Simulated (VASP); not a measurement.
Zr7S16 (a cell with a defect): single point with PBE+D3(BJ)

Zr7S16 (a cell with a defect):

```
Zr S
1.0
    -5.45253    3.14802    5.72275
     5.45253   -3.14802    5.72275
     3.63502    6.29604   -5.72275
Zr S
7 16
Direct
  0.87500 0.37500 0.25000
  0.25721 0.24139 0.49419
  0.73698 0.75280 0.49419
  0.61938 0.11938 0.73876
  0.13062 0.63062 0.76124
  0.01302 0.99720 0.00581
  0.49279 0.50861 0.00581
  0.32904 0.17658 0.25000
  0.83579 0.66930 0.25000
  0.20672 0.54364 0.49889
  0.72169 0.04485 0.51232
  0.58591 0.41859 0.74964
  0.08627 0.91895 0.75036
  0.95783 0.29475 0.00111
  0.45937 0.78253 0.98768
  0.42096 0.57342 0.25000
  0.91421 0.08070 0.25000
  0.29063 0.96747 0.51232
  0.79217 0.45525 0.49889
  0.66373 0.83105 0.74964
  0.16409 0.33141 0.75036
  0.02831 0.70515 0.98768
  0.54328 0.20636 0.00111
```

This cell differs from its parent crystal: atoms taken out, then relaxed in part.

* Program: VASP 6.6.1
* Task: single point
* Functional: PBE
* Dispersion: D3(BJ)
* Potentials or basis: VASP PAW PBE potentials, release 64 (Zr_sv, S)
* Cutoff: 400 eV
* k mesh: 4 × 4 × 4
* Occupations: gaussian, width 0.05 eV
* Spin: no spin polarisation
* Dipole correction: no
* Charge: -4
* Further INCAR settings: ALGO = Normal; EDIFF = 1e-06; NBANDS = 107; NELECT = 184.0

```
Largest force              : 0.030 eV/Å
Dispersion energy per atom : -0.340 eV
```

Forces in eV/Å, atoms in the order of the input:
```
Zr   0.000  0.000  0.000
Zr  -0.004  0.019  0.000
Zr   0.019  0.006  0.000
Zr   0.000  0.000  0.000
Zr   0.000  0.000  0.000
Zr  -0.019 -0.006  0.000
Zr   0.004 -0.019  0.000
S   -0.001  0.001  0.010
S   -0.018  0.010  0.022
S   -0.002  0.004  0.009
S   -0.013 -0.004  0.003
S   -0.007 -0.005  0.004
S    0.001  0.008  0.004
S   -0.004 -0.001  0.009
S   -0.003  0.014  0.003
S    0.001 -0.001 -0.010
S    0.018 -0.010 -0.022
S    0.003 -0.014 -0.003
S    0.004  0.001 -0.009
S   -0.001 -0.008 -0.004
S    0.007  0.005 -0.004
S    0.013  0.004 -0.003
S    0.002 -0.004 -0.009
```

Levels at points of the mesh, in eV from the Fermi level:
```
           k point  band 89  band 90  band 91  band 92  band 93  band 94  band 95  band 96
(0.00, 0.00, 0.00)    -0.88    -0.50    -0.50    -0.27     0.74     1.14     1.28     1.35
(0.50, 0.00, 0.00)    -0.88    -0.77    -0.62    -0.61     0.80     1.10     1.12     1.29
(0.00, 0.50, 0.50)    -0.99    -0.84    -0.81    -0.53     0.99     1.14     1.30     1.34
(0.50, 0.50, 0.00)    -1.12    -0.79    -0.67    -0.59     0.80     0.90     0.93     1.42
(0.00, 0.00, 0.50)    -1.02    -0.75    -0.58    -0.47     0.63     0.75     0.91     1.45
(0.50, 0.50, 0.50)    -0.80    -0.69    -0.68    -0.67     0.64     1.18     1.27     1.32
```

It took 34 min on 1 thread of Oxide Virtual Turin-like Processor, with other jobs on the host, peak memory 0.8 GiB.

Caveat: the cell carries a net charge on a neutralising background, which shifts energy and pressure; the cell differs from its parent crystal (atoms taken out, then relaxed in part); the cell is charged against a uniform background, so pressure and absolute levels hang on convention.
